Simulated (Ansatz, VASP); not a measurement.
PtSe2: VASP beside Ansatz

```
CELL_PARAMETERS angstrom
0.00000 3.08172 3.08172
3.08172 0.00000 3.08172
3.08172 3.08172 0.00000
ATOMIC_POSITIONS crystal
Pt 0.00000 0.00000 0.00000
Se 0.25000 0.25000 0.25000
Se 0.75000 0.75000 0.75000
```

Alike in both runs: task single point; functional PBE; k mesh 6 × 6 × 6; occupations fermi-dirac, width 0.02 eV; no spin polarisation.

```csv
,VASP,Ansatz
version,VASP 6.6.1,Ansatz 0.2.0
potentials or method,"VASP PAW PBE potentials, release 64 (Pt, Se)","plane waves, PAW"
plane-wave cutoff (eV),520,420
valence electrons in the cell,22,50
```

|  | VASP | Ansatz | Ansatz less VASP |
| --- | --- | --- | --- |
| pressure (GPa) | 7.7 | 7.7 | +0.03 |

VASP's potentials hold 22 valence electrons a cell and Ansatz's 50, so a difference there can come from the potentials and not from the codes.

Neither program's run includes spin-orbit coupling.
